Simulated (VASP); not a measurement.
Set up this calculation in VASP 6.6.1, as the native input.

- Task: single point
- Functional: PBE
- Potentials or basis: VASP PAW PBE potentials, release 64 (In_d, Os, C, N)
- Cutoff: 520 eV
- k mesh: 4 × 4 × 4
- Occupations: gaussian, width 0.1 eV
- Spin: collinear spin
- Starting moments: [0.0, 1.0, 0.0, 0.0, 0.0, 0.0, 0.0, 0.0, 0.0, 0.0] μB
- Dipole correction: no
- Further INCAR settings: ALGO = Normal; EDIFF = 1e-07; NBANDS = 44

The structure of InOsC4N4 lies in POSCAR:

```
InOsC4N4
1.0
    6.1281015540      0.0000000000      0.0000000000
    0.0000000000      6.1281015540      0.0000000000
    0.0000000000      0.0000000000      6.1281015540
In Os C N
1 1 4 4
Direct
    0.0000000000      0.0000000000      0.0000000000
    0.5000000000      0.5000000000      0.5000000000
    0.2031842634      0.2031842634      0.2031842634
    0.2031842634      0.7968157366      0.7968157366
    0.7968157366      0.2031842634      0.7968157366
    0.7968157366      0.7968157366      0.2031842634
    0.3141486386      0.3141486386      0.3141486386
    0.3141486386      0.6858513614      0.6858513614
    0.6858513614      0.3141486386      0.6858513614
    0.6858513614      0.6858513614      0.3141486386
```

The input as run:

INCAR

```
PREC     = Accurate       # precision mode
ENCUT    = 520            # plane-wave cutoff, eV
EDIFF    = 1E-7           # SCF threshold, eV
ISMEAR   = 0              # smearing method
SIGMA    = 0.1            # smearing width, eV
LREAL    = F              # projectors in reciprocal space
LASPH    = T              # aspherical terms in the spheres
NELM     = 150            # most SCF steps
ALGO     = Normal         # electronic algorithm
ISIF     = 2              # what is computed and relaxed
LWAVE    = F              # write WAVECAR
LCHARG   = T              # write CHGCAR
ISPIN    = 2              # spin polarisation
MAGMOM   = 0 1 0 0 0 0 0 0 0 0 # initial moments
LORBIT   = 11             # projections on sites
LMAXMIX  = 4              # l up to which the mixer works
GGA      = PE             # functional
LELF     = T              # ELF
LVHAR    = T            
NBANDS   = 44             # bands
```

KPOINTS

```
regular mesh
0
Gamma
  4 4 4
```

Potentials or basis: VASP PAW PBE potentials, release 64 (In_d, Os, C, N).

The run is started by

```console
$ cat potpaw_PBE.64/In_d/POTCAR potpaw_PBE.64/Os/POTCAR potpaw_PBE.64/C/POTCAR potpaw_PBE.64/N/POTCAR > POTCAR
$ mpirun -np 1 vasp_std > vasp.out
```

Results of the run:

* Pressure: 0.5 GPa
* Largest force: 0.286 eV/Å
* Band gap on the k mesh: 0.46 eV (least direct gap 0.82 eV)
* Net moment: 3.00 μB per cell
* Site moments: In +0.01; Os +1.72; C +0.12; N -0.01 μB
* Valence electrons inside the program's atomic spheres: In 11.53; Os 7.33; C 2.58; N 3.87

Caveat: spin-orbit coupling is left out, which moves the levels of the heavy elements.

Wall time 5.6 min on 1 thread of Intel(R) Xeon(R) Platinum 8488C (Sapphire Rapids), on a shared host, peak memory 0.49 GiB.
